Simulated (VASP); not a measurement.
# GaSi62 (a cell with a defect) in VASP: notebook, part 2 of 2

VASP 6.6.1. Earlier steps stand in the parts before.

### Step 3. Single point, PBE+D3(BJ), collinear spin, zero start

INCAR reads:

```
SYSTEM = GaSi62
PREC     = Accurate       ! precision mode
ENCUT    = 520            ! plane-wave cutoff, eV
EDIFF    = 1E-6           ! SCF threshold, eV
ISMEAR   = 0              ! smearing method
SIGMA    = 0.02           ! smearing width, eV
LREAL    = Auto         
LASPH    = .TRUE.         ! aspherical terms in the spheres
NELM     = 150            ! most SCF steps
ALGO     = Normal         ! electronic algorithm
ISIF     = 2              ! what is computed and relaxed
LWAVE    = .FALSE.        ! write WAVECAR
LCHARG   = .FALSE.        ! write CHGCAR
ISPIN    = 2              ! spin polarisation
MAGMOM   = 0 0 0 0 0 0 0 0 0 0 0 0 0 0 0 0 0 0 0 0 0 0 0 0 0 0 0 0 0 0 0 0 0 0 0 0 0 0 0 0 0 0 0 0 0 0 0 0 0 0 0 0 0 0 0 0 0 0 0 0 0 0 0 ! initial moments
LORBIT   = 11             ! projections on sites
GGA      = PE             ! functional
IVDW     = 12             ! dispersion correction
NBANDS   = 172            ! bands
NELECT   = 259.0
```

KPOINTS reads:

```
Automatic mesh
0
G
  1 1 1
  0 0 0
```

POSCAR reads:

```
GaSi62
1.0
   10.8600000000      0.0000000000      0.0000000000
    0.0000000000     10.8600000000      0.0000000000
    0.0000000000      0.0000000000     10.8600000000
Si Ga
62 1
Direct
    0.4989312155     -0.0015633517      0.0022925414
    0.6251950276      0.1249660221      0.1246839779
    0.7520802947      0.2504750460      0.0019502762
    0.8768258748      0.3760587477      0.1258527624
    0.7516983425     -0.0015841621      0.2497705341
    0.8758904236      0.1234616022      0.3752024862
   -0.0054336096      0.0020335175     -0.0064604052
    0.1237678637      0.1238717311      0.1240042357
    0.2501174954      0.2513711786      0.0013198895
    0.3759436464      0.3740453959      0.1267084715
    0.4990119705      0.4995657459      0.0013526703
    0.6262830571      0.6267259669      0.1233293738
    0.7477659300      0.7564448435     -0.0070755064
    0.8742040516      0.8759015654      0.1212024862
    0.2510890424     -0.0007620626      0.2515197053
    0.3808800184      0.1231011050      0.3797930939
    0.5018137201      0.2482847145      0.2517271639
    0.6267734807      0.3701243094      0.3791156538
    0.7509753223      0.4995027624      0.2508660221
    0.8765337017      0.6249370166      0.3741382136
    0.5078847145     -0.0027370166      0.5065528545
    0.7520670350      0.2430924494      0.5060171271
    0.8755523941      0.3744795580      0.6257454880
    0.8669283610      0.1288476059      0.8660540516
   -0.0003028545      0.5016506446     -0.0002593923
    0.1252086556      0.6248004604      0.1251457643
    0.2488174954      0.7500535912     -0.0000012891
    0.3740503683      0.8733073665      0.1261304788
    0.0015654696      0.2511018416      0.2511427256
    0.1276192449      0.3737104972      0.3764723757
    0.2508293738      0.4992518416      0.2507949355
    0.3762909761      0.6227168508      0.3762514733
    0.4992547882      0.7484753223      0.2509762431
    0.6270386740      0.8736726519      0.3749954880
    0.0014361878     -0.0011607735      0.5002627072
    0.1258345304      0.1252734807      0.6245909761
    0.2536110497      0.2481356354      0.5018158379
    0.3818173112      0.3687377532      0.6272441989
    0.5020666667      0.4971200737      0.5016909761
    0.6250316759      0.6247090239      0.6246623389
    0.7518194291      0.7487407919      0.5003783610
    0.8665811234      0.8839720074      0.6228194291
    0.2508817680     -0.0012911602      0.7512107735
    0.3748690608      0.1238288214      0.8768078269
    0.5088680479      0.2417883978      0.7536944751
    0.6269371087      0.3752418048      0.8769267035
    0.7515404236      0.4996714549      0.7513163904
    0.8744141805      0.6278420810      0.8739485267
   -0.0005518416      0.7504701657      0.2479387661
    0.1248471455      0.8737768877      0.3739829650
    0.0013189687      0.4991996317      0.4986951197
    0.1244112339      0.6254395028      0.6260256906
    0.2502997238      0.7485578269      0.4983965009
    0.3751428177      0.8739028545      0.6254476980
    0.0018780847      0.2505069982      0.7506991713
    0.1252310313      0.3761070902      0.8759899632
    0.2519923573      0.4978939227      0.7504800184
    0.3740004604      0.6242646409      0.8762174954
    0.4988473297      0.7477606814      0.7507234807
    0.6197107735      0.8834307551      0.8659839779
   -0.0049903315      0.7555629834      0.7480741252
    0.1231012891      0.8756440147      0.8741698895
    0.7062170350      0.0408168508      0.7125435543
```

Potentials or basis: VASP PAW PBE potentials, release 64 (Si, Ga_d).

The run is started by

```sh
$ cat potpaw_PBE.64/Si/POTCAR potpaw_PBE.64/Ga_d/POTCAR > POTCAR
$ mpirun -np 1 vasp_gam > vasp.out
```

OUTCAR:

```text
SYSTEM = GaSi62
   PREC = Accurate
   ENCUT = 520
   EDIFF = 1E-6
   ISMEAR = 0
   LREAL = Auto
   LASPH = .TRUE.
   NELM = 150
   ISIF = 2
   ISPIN = 2
   LORBIT = 11
   GGA = PE
   IVDW = 12
   NELECT = 259.0
 IVDW          = 12

 ion  position               nearest neighbor table
   1  0.499  0.998  0.002-  60 2.34  28 2.34  44 2.35   2 2.35
   2  0.625  0.125  0.125-  17 2.34   3 2.35   1 2.35   5 2.37
   3  0.752  0.250  0.002-  24 2.34   4 2.35  46 2.35   2 2.35
   4  0.877  0.376  0.126-   3 2.35  19 2.35  25 2.35  29 2.35
   5  0.752  0.998  0.250-  14 2.34  34 2.35   6 2.35   2 2.37
   6  0.876  0.123  0.375-  22 2.35   5 2.35  35 2.35  29 2.37
[... 43 lines left out ...]
  50  0.125  0.874  0.374-  15 2.35  49 2.35  35 2.35  53 2.35
  51  0.001  0.499  0.499-  30 2.35  20 2.35  52 2.36  23 2.37
[... 9 lines left out ...]
  61  0.995  0.756  0.748-  48 2.35  62 2.35  52 2.39  42 2.40
  62  0.123  0.876  0.874-  43 2.34  61 2.35   7 2.35  27 2.36
  63  0.706  0.041  0.713-  60 2.57  24 2.60  42 2.62

  LATTYP: Found a simple cubic cell.
 ALAT       =    10.8600000000

  Lattice vectors:

 A1 = (  10.8600000000,   0.0000000000,   0.0000000000)
 A2 = (   0.0000000000,  10.8600000000,   0.0000000000)
 A3 = (   0.0000000000,   0.0000000000,  10.8600000000)

Analysis of symmetry for initial positions (statically):
=====================================================================
 Subroutine PRICEL returns:
 Original cell was already a primitive cell.

 Routine SETGRP: Setting up the symmetry group for a
 simple cubic supercell.

 Subroutine GETGRP returns: Found  1 space group operations
 (whereof  1 operations were pure point group operations)
 out of a pool of 48 trial point group operations.

The static configuration has the point symmetry C_1 .

Analysis of symmetry for dynamics (positions and initial velocities):
=====================================================================
 Subroutine PRICEL returns:
 Original cell was already a primitive cell.

[... 419 lines left out ...]
    141       6.9040      0.00000
 Fermi energy:         5.5176344310

 spin component 2

 k-point     1 :       0.0000    0.0000    0.0000
  band No.  band energies     occupation
      1      -8.9170      1.00000
      2      -8.9130      1.00000
      3      -8.8827      1.00000
      4      -8.8645      1.00000
      5      -8.8610      1.00000
      6      -6.1868      1.00000
[... 133 lines left out ...]
    140       6.9089      0.00000
    141       6.9140      0.00000
 [bands above 141 left out]

------------------------ aborting loop because EDIFF is reached ----------------------------------------

 Edisp (eV)  -19.78069

 E6    (eV) :   -11.5630

 E8    (eV) :    -8.2177

  FORCE on cell =-STRESS in cart. coord.  units (eV):
  Direction    XX          YY          ZZ          XY          YZ          ZX
  --------------------------------------------------------------------------------------
  -------------------------------------------------------------------------------------
  Total     -25.29858   -25.05182   -24.82238     5.44830     4.98944    -5.17823
  in kB     -31.64588   -31.33722   -31.05021     6.81525     6.24127    -6.47742
  external pressure =      -31.34 kB  Pullay stress =        0.00 kB

 VOLUME and BASIS-vectors are now :
 -----------------------------------------------------------------------------
  energy-cutoff  :      520.00
  volume of cell :     1280.82
      direct lattice vectors                 reciprocal lattice vectors
    10.860000000  0.000000000  0.000000000     0.092081031  0.000000000  0.000000000
     0.000000000 10.860000000  0.000000000     0.000000000  0.092081031  0.000000000
     0.000000000  0.000000000 10.860000000     0.000000000  0.000000000  0.092081031

 POSITION                                       TOTAL-FORCE (eV/Angst)
 -----------------------------------------------------------------------------------
      5.41839     10.84302      0.02490         0.012158     -0.006451     -0.008181
      6.78962      1.35713      1.35407        -0.007044      0.005770      0.003652
      8.16759      2.72016      0.02118         0.008120     -0.004973     -0.002164
      9.52233      4.08400      1.36676        -0.009593      0.006223     -0.000944
      8.16344     10.84280      2.71251        -0.001542      0.000307      0.005108
      9.51217      1.34079      4.07470         0.006168     -0.001127      0.000458
[... 55 lines left out ...]
      1.33688      9.50949      9.49348        -0.017379      0.008939     -0.008815
      7.66952      0.44327      7.73822         0.298859     -0.195081      0.112018
 -----------------------------------------------------------------------------------
    total drift:                               -0.013167      0.004485     -0.002355

  FREE ENERGIE OF THE ION-ELECTRON SYSTEM (eV)
  ---------------------------------------------------
  free  energy   TOTEN  =      -361.6238574864 eV

  energy  without entropy=     -361.6234148185  energy(sigma->0) =     -361.62363615

 total charge

# of ion       s       p       d       tot
------------------------------------------
    1        0.741   0.951   0.000   1.692
    2        0.739   0.948   0.000   1.688
    3        0.741   0.950   0.000   1.691
    4        0.741   0.949   0.000   1.690
    5        0.740   0.949   0.000   1.689
    6        0.743   0.940   0.000   1.683
[... 55 lines left out ...]
   62        0.739   0.950   0.000   1.689
   63        0.884   0.653   9.942  11.479
--------------------------------------------------
tot         47.014  58.666   9.942 115.623

 magnetization (x)

# of ion       s       p       d       tot
------------------------------------------
    1        0.000   0.010   0.000   0.010
    2        0.000   0.014   0.000   0.014
    3        0.000   0.010   0.000   0.010
    4        0.000   0.006   0.000   0.006
    5        0.000   0.014   0.000   0.014
    6        0.000   0.010   0.000   0.010
[... 55 lines left out ...]
   62        0.000   0.007   0.000   0.007
   63        0.012   0.003   0.000   0.015
--------------------------------------------------
tot          0.023   0.425   0.000   0.448
```

stdout:

```text
POSCAR found type information on POSCAR SiGa
 POSCAR found :  2 types and      63 ions
 scaLAPACK will be used
 LDA part: xc-table for (Slater+PW92), standard interpolation
 POSCAR, INCAR and KPOINTS ok, starting setup
 FFT: planning ... GRIDC
 FFT: planning ... GRID_SOFT
 FFT: planning ... GRID
 WAVECAR not read
 entering main loop
 the old and the new charge density differ
 old charge density:   261.00000 new  259.00000
    0.271E+01
```

Run time: 22 min. Hardware: 1 thread of Intel Xeon 8259CL, shared host; peak memory 1.4 GiB.

Results:

```
Free energy                                           : -361.6239 eV
Largest force                                         : 0.374 eV/Å
Net moment                                            : 0.99 μB per cell
Valence electrons inside the program's atomic spheres : Si 1.69, 1.68, 1.67, 1.62, 1.65, 1.66 (each value once); Ga 11.48
Dispersion energy per atom                            : -0.314 eV
```

Forces in eV/Å, atoms in the order of the input:
```
Si   0.012 -0.006 -0.008
Si  -0.007  0.006  0.004
Si   0.008 -0.005 -0.002
Si  -0.010  0.006 -0.001
Si  -0.002  0.000  0.005
Si   0.006 -0.001  0.000
Si  -0.015  0.009 -0.011
Si  -0.003 -0.001 -0.007
Si  -0.001  0.003 -0.008
Si   0.003 -0.001 -0.001
Si  -0.008  0.002 -0.007
Si   0.008 -0.001  0.003
Si  -0.015  0.003 -0.001
Si  -0.002  0.004  0.002
Si  -0.006 -0.003 -0.008
Si  -0.013  0.013 -0.006
Si   0.005 -0.003  0.000
Si  -0.007  0.003  0.005
Si  -0.001 -0.003 -0.001
Si  -0.011  0.004 -0.001
Si  -0.016  0.011  0.002
Si  -0.011  0.007  0.001
Si   0.008  0.002  0.000
Si  -0.019  0.007  0.001
Si   0.002  0.000 -0.008
Si  -0.004  0.006  0.000
Si  -0.005  0.001 -0.007
Si  -0.012  0.009  0.002
Si  -0.012  0.000 -0.003
Si  -0.007  0.001 -0.003
Si  -0.002  0.000 -0.002
Si  -0.001  0.007 -0.002
Si  -0.008  0.012 -0.003
Si   0.007  0.000  0.003
Si   0.003 -0.012 -0.009
Si  -0.015  0.000  0.002
Si  -0.008 -0.001 -0.004
Si  -0.020  0.017 -0.015
Si   0.001  0.004 -0.004
Si  -0.001  0.011  0.004
Si   0.012 -0.008 -0.010
Si  -0.035  0.026 -0.013
Si  -0.008 -0.005  0.003
Si   0.017 -0.008 -0.019
Si  -0.035  0.025 -0.014
Si   0.008 -0.012 -0.015
Si  -0.001 -0.001  0.002
Si  -0.005  0.007 -0.006
Si  -0.001  0.005  0.001
Si  -0.003  0.006  0.002
Si  -0.008  0.001  0.001
Si  -0.013  0.014 -0.003
Si   0.002  0.009  0.000
Si   0.010  0.007  0.005
Si  -0.005 -0.002  0.008
Si  -0.001  0.000 -0.002
Si  -0.014  0.014  0.007
Si  -0.008 -0.003 -0.006
Si   0.008  0.006  0.004
Si  -0.008 -0.027  0.042
Si  -0.020  0.019 -0.005
Si  -0.017  0.009 -0.009
Ga   0.299 -0.195  0.112
```

Levels at points of the mesh, in eV from the Fermi level:
Spin up:
```csv
k point,band 126,band 127,band 128,band 129,band 130,band 131,band 132,band 133,band 134,band 135
"(0.00, 0.00, 0.00)",-0.53,-0.50,-0.20,-0.20,-0.04,0.76,0.76,0.94,0.95,0.95
```
Spin down:
```csv
k point,band 126,band 127,band 128,band 129,band 130,band 131,band 132,band 133
"(0.00, 0.00, 0.00)",-0.51,-0.48,-0.19,-0.19,0.04,0.77,0.78,0.95
```

Caveat: the k points lie up to 0.58 Å⁻¹ apart; the cell carries a net charge on a neutralising background, which shifts energy and pressure; the cell is charged against a uniform background, so pressure and absolute levels hang on convention.
